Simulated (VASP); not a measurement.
# Ti6O: single point with r2SCAN

The system is Ti6O.

```xyz
7
Lattice="5.1035 0.0000 0.0000 -2.5517 4.4197 0.0000 0.0000 0.0000 4.7258" Properties=species:S:1:pos:R:3 pbc="T T T"
Ti    1.6867    0.0000    1.2301
Ti   -0.8433    1.4607    1.2301
Ti    1.7084    2.9590    1.2301
Ti   -1.7084    2.9590    3.4957
Ti    3.4168    0.0000    3.4957
Ti    0.8433    1.4607    3.4957
O     0.0000    0.0000    0.0000
```

```yaml
Program: VASP 6.6.1
Task: single point
Functional: r2SCAN
Potentials_or_basis: VASP PAW PBE potentials, release 64 (Ti_sv, O)
Cutoff: 520 eV
k_mesh: 12 × 12 × 8
Occupations: gaussian, width 0.1 eV
Spin: no spin polarisation
```

```
Pressure               : 0.7 GPa
Largest force          : 0.061 eV/Å
Band gap on the k mesh : zero (bands 39 and 40 overlap by 0.73 eV)
```

Forces in eV/Å, atoms in the order of the input:
```
Ti   0.055  0.000  0.025
Ti  -0.028  0.048  0.025
Ti  -0.028 -0.048  0.025
Ti   0.028 -0.048 -0.025
Ti  -0.055  0.000 -0.025
Ti   0.028  0.048 -0.025
O    0.000  0.000  0.000
```

Levels at points of the mesh, in eV from the Fermi level:
```
           k point  band 35  band 36  band 37  band 38  band 39  band 40  band 41  band 42  band 43  band 44
(0.00, 0.00, 0.00)    -1.32    -1.16    -1.16    -0.21     0.19     0.19     0.70     0.70     0.89     1.21
(0.50, 0.00, 0.00)    -1.26    -1.20    -1.17    -0.80    -0.31     0.55     0.70     0.84     0.88     1.10
(0.00, 0.00, 0.50)    -1.10    -0.63    -0.63    -0.47    -0.44    -0.44     0.22     0.22     0.50     0.71
(0.50, 0.00, 0.50)    -0.84    -0.79    -0.64    -0.58    -0.47    -0.20     0.19     0.58     0.97     1.24
```

Run time: 64 min on 1 thread of Oxide Virtual Turin-like Processor, with other jobs on the host, peak memory 0.56 GiB.

Caveat: the PAW data sets were made with another functional, which shifts forces and pressure a little.
